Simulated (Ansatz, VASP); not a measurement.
**BaNb3 in VASP and in Ansatz**

```
Ba Nb
1.0
     4.36762    0.00000    0.00000
     0.00000    4.36762    0.00000
     0.00000    0.00000    4.36762
Ba Nb
1 3
Direct
  0.00000 0.00000 0.00000
  0.00000 0.50000 0.50000
  0.50000 0.00000 0.50000
  0.50000 0.50000 0.00000
```

Alike in both runs: task relaxation of cell and atoms; functional PBE; k mesh 4 × 4 × 4; occupations gaussian, width 0.1 eV; no spin polarisation.

```csv
,VASP,Ansatz
version,VASP 6.6.1,Ansatz 0.2.0
potentials or method,"VASP PAW PBE potentials, release 64 (Ba_sv, Nb_sv), cutoff 600 eV","scalar-relativistic, plane waves, PAW"
valence electrons in the cell,49,49
```

|  | VASP | Ansatz | Ansatz less VASP |
| --- | --- | --- | --- |
| gap on the k mesh at the Fermi level, each at its own relaxed structure (eV) | none | none | - |
| relaxed volume (Å³/atom) | 22.39 | 22.05 | -0.344 |
| relaxed cell length with the largest relative difference (Å) | 4.474 | 4.451 | -0.0231 |

A gap of «none» marks a metal or a gap that the smearing closes.

Neither program's run includes spin-orbit coupling.
